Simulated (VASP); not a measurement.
A run of VASP 6.6.1:

Contents of INCAR:

```
  ALGO = Normal
  EDIFF = 1E-6
  ENCUT = 500
  GGA = PS
  GGA_COMPAT = F
  ISIF = 2
  ISMEAR = 1
  LASPH = T
  LCHARG = F
  LMAXMIX = 6
  LREAL = F
  LWAVE = F
  NBANDS = 34
  NELM = 200
  PREC = Accurate
  SIGMA = 0.15
```

KPOINTS

```
k-points
0
Gamma
  4 4 4
```

POSCAR

```
LaPb3
1.0
    4.8930000000      0.0000000000      0.0000000000
    0.0000000000      4.8930000000      0.0000000000
    0.0000000000      0.0000000000      4.8930000000
La Pb
1 3
Direct
    0.0000000000      0.0000000000      0.0000000000
    0.0000000000      0.5000000000      0.5000000000
    0.5000000000      0.0000000000      0.5000000000
    0.5000000000      0.5000000000      0.0000000000
```

Potentials or basis: VASP PAW PBE potentials, release 64 (La, Pb_d).

Command:

```console
$ cat potpaw_PBE.64/La/POTCAR potpaw_PBE.64/Pb_d/POTCAR > POTCAR
$ mpirun -np 1 vasp_std > vasp.out
```

Hardware: 1 thread of Intel(R) Xeon(R) Platinum 8375C CPU @ 2.90GHz (Ice Lake) (shared host).

Task: Estimate the wall time of this run.

Result: Wall time 38 s on 1 thread of Intel(R) Xeon(R) Platinum 8375C CPU @ 2.90GHz (Ice Lake), with other jobs on the host, peak memory 0.22 GiB. Counts: scf iterations 17, k points 10.
